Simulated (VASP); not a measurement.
Write the native input for VASP 6.6.1 that does the following.

```
Task                   : single point
Functional             : PBE
Potentials or basis    : VASP PAW PBE potentials, release 64 (C_h, O_h)
Cutoff                 : 1000 eV
k mesh                 : 1 × 1 × 1
Occupations            : fermi-dirac, width 0.02 eV
Spin                   : no spin polarisation
Dipole correction      : no
Further INCAR settings : LREAL = Auto; ALGO = Normal; EDIFF = 1e-06; NBANDS = 101
```

The structure of CO2 lies in POSCAR:

```
CO2
1.0
    8.4061180000      0.0000000000      0.0000000000
    0.0000000000      8.4061180000      0.0000000000
    0.0000000000      0.0000000000      8.4061180000
C O
10 20
Direct
    0.0358191498      0.0108016566      0.9139058005
    0.5818381327      0.7475150837      0.1617393427
    0.5398092199      0.1797024500      0.8446110321
    0.7884971398      0.7492162256      0.6041552117
    1.0841865413      0.4804120047      0.2054099169
    0.4313881866      0.2404796126      0.3795806816
    0.7434942027      0.2252169194      0.1444781051
    0.4018382802      0.6774708611      0.7299445475
    0.0944907031      0.4653991295      0.6415922308
   -0.0115511108      0.1397910427      0.4422374275
    0.0044015561      0.1404572241      0.9453828747
    0.0546506723     -0.1100745909      0.8464073428
    0.6949224363      0.6747347587      0.2234325048
    0.4676118037      0.8129555164      0.1429910929
    0.4197775953      0.1905278988      0.9024974429
    0.6778872245      0.1570641764      0.8065078316
    0.7320858451      0.7603985573      0.7281839251
    0.8632403209      0.7327996110      0.4877518969
    1.1081214896      0.5549291599      0.0978097143
    1.0730280017      0.3786765782      0.2999244122
    0.4716445808      0.1311068914      0.3034575532
    0.3975794772      0.3479132698      0.4618540925
    0.7512861466      0.0901843158      0.0983569348
    0.6992050314      0.3574420440      0.1541972168
    0.4279502144      0.5817429639      0.8243162896
    0.3677321684      0.7839647266      0.6469335786
    0.0590165401      0.3507445411      0.7208916173
    0.1373523427      0.5723926312      0.5724759039
   -0.0973219743      0.2413718199      0.4797815115
    0.0833321636      0.0445389893      0.3989475285
```

The input as run:

INCAR

```
SYSTEM = CO2
PREC = Accurate
ENCUT = 1000
EDIFF = 1E-6
ISMEAR = -1
SIGMA = 0.02
LREAL = Auto
LASPH = .TRUE.
NELM = 120
ALGO = Normal
ISIF = 2
LWAVE = .FALSE.
LCHARG = .TRUE.
GGA = PE
LELF = .TRUE.
LVHAR = .TRUE.
NBANDS = 101
GGA_COMPAT = .FALSE.
```

KPOINTS

```
regular mesh
0
G
  1 1 1
  0 0 0
```

Potentials or basis: VASP PAW PBE potentials, release 64 (C_h, O_h).

Command:

```console
$ cat potpaw_PBE.64/C_h/POTCAR potpaw_PBE.64/O_h/POTCAR > POTCAR
$ mpirun -np 1 vasp_gam > vasp.out
```

It gave:

- Pressure: 2.6 GPa
- Largest force: 10.657 eV/Å

Caveat: the k points lie up to 0.75 Å⁻¹ apart.

It took 5 min on 1 thread of Intel(R) Xeon(R) Platinum 8488C (Sapphire Rapids) (shared host), peak memory 1.2 GiB.
